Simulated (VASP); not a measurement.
A run of VASP 6.6.1:

INCAR

```
SYSTEM = SiC
PREC = Accurate ; ENCUT = 520
EDIFF = 1E-7 ; ISMEAR = 0
SIGMA = 0.05 ; LREAL = .False.
LASPH = .True. ; NELM = 100
ALGO = Normal ; ISIF = 2
LWAVE = .False. ; LCHARG = .True.
GGA = PE ; LELF = .True.
LVHAR = .True. ; NBANDS = 36
```

Contents of KPOINTS:

```
Automatic mesh
0
Gamma
  12 12 2
  0 0 0
```

File POSCAR:

```
SiC
1.0
    3.0692496138      0.0000000000      0.0000000000
   -1.5346248069      2.6580481361      0.0000000000
    0.0000000000      0.0000000000     15.0602705466
Si C
6 6
Direct
    0.0000000000      0.0000000000      0.1250399589
    0.0000000000      0.0000000000      0.6250399589
    0.3333333333      0.6666666667      0.2918172939
    0.6666666667      0.3333333333      0.7918172939
    0.3333333333      0.6666666667      0.9583095749
    0.6666666667      0.3333333333      0.4583095749
    0.0000000000      0.0000000000      0.9996884429
    0.0000000000      0.0000000000      0.4996884429
    0.3333333333      0.6666666667      0.1668295365
    0.6666666667      0.3333333333      0.6668295365
    0.3333333333      0.6666666667      0.8333151928
    0.6666666667      0.3333333333      0.3333151928
```

Potentials or basis: VASP PAW PBE potentials, release 64 (Si, C).

Run with:

```sh
$ cat potpaw_PBE.64/Si/POTCAR potpaw_PBE.64/C/POTCAR > POTCAR
$ mpirun -np 1 vasp_std > vasp.out
```

Hardware: 1 thread of Intel(R) Xeon(R) 6975P-C (Granite Rapids), on a shared host.

How long does it take, and how much memory?

It took 86 s on 1 thread of Intel(R) Xeon(R) 6975P-C (Granite Rapids), with other jobs on the host, peak memory 0.29 GiB. Counts: scf iterations 16, k points 38.
